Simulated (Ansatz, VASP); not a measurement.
ScAl3: VASP beside Ansatz

```xyz
4
Lattice="4.0878 0.0000 0.0000 0.0000 4.0878 0.0000 0.0000 0.0000 4.0878" Properties=species:S:1:pos:R:3 pbc="T T T"
Sc    0.0000    0.0000    0.0000
Al    2.0439    2.0439    0.0000
Al    0.0000    2.0439    2.0439
Al    2.0439    0.0000    2.0439
```

Alike in both runs: task relaxation of cell and atoms; functional RPBE; k mesh 7 × 7 × 7; occupations fermi-dirac, width 0.05 eV; no spin polarisation.

```csv
,VASP,Ansatz
version,VASP 6.6.1,Ansatz 0.2.0
potentials or method,"VASP PAW PBE potentials, release 64 (Sc_sv, Al)",Ansatz PAW
plane-wave cutoff (eV),600,420
valence electrons in the cell,20,20
```

Ansatz gave:

```
relaxed volume (Å³/atom)                                     : 17.70
relaxed cell length with the largest relative difference (Å) : 4.137
```

Question: Which values does VASP return?

Answer: Relaxed volume (Å³/atom): 17.69; relaxed cell length with the largest relative difference (Å): 4.136.

VASP's potentials were made for PBE, not for RPBE.

Noted on Ansatz's run: the plane-wave basis is chosen anew once the cell has moved, so the energies of steps on either side of that aren't comparable.
